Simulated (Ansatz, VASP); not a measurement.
**One calculation of Bi2Te3, two programs**

```
Bi Te
1.0
     2.20850    1.27508   10.14560
    -2.20850    1.27508   10.14560
     0.00000   -2.55016   10.14560
Bi Te
2 3
Direct
  0.81200 0.81200 0.81200
  0.40200 0.40200 0.40200
  0.61100 0.61100 0.61100
  0.20000 0.20000 0.20000
  0.00000 0.00000 0.00000
```

Change from the starting cell: zz strain of +2 %.

Alike in both runs: task single point; functional LDA; k mesh 8 × 8 × 8; occupations fermi-dirac, width 0.08 eV; no spin polarisation.

|  | VASP | Ansatz |
| --- | --- | --- |
| version | VASP 6.6.1 | Ansatz 0.2.0 |
| potentials or method | VASP PAW LDA potentials, release 64 (Bi_d, Te), cutoff 520 eV | all-electron LAPW, scalar-relativistic |

|  | VASP | Ansatz | Ansatz less VASP |
| --- | --- | --- | --- |
| pressure (GPa) | -2.7 | -2.8 | -0.04 |
| traceless stress, the component that is largest in VASP (GPa) | -1.07 | -1.06 | +0.002 |
| rms of the force components (eV/Å) | 0.412 | 0.404 | -0.0080 |

LDA's correlation is that of Perdew and Zunger in VASP and of Perdew and Wang (1992) in Ansatz. Atom by atom the forces differ by 0.010 eV/Å (rms over components). Ansatz ran all-electron here, and VASP with PAW potentials.

Spin-orbit coupling is off throughout.
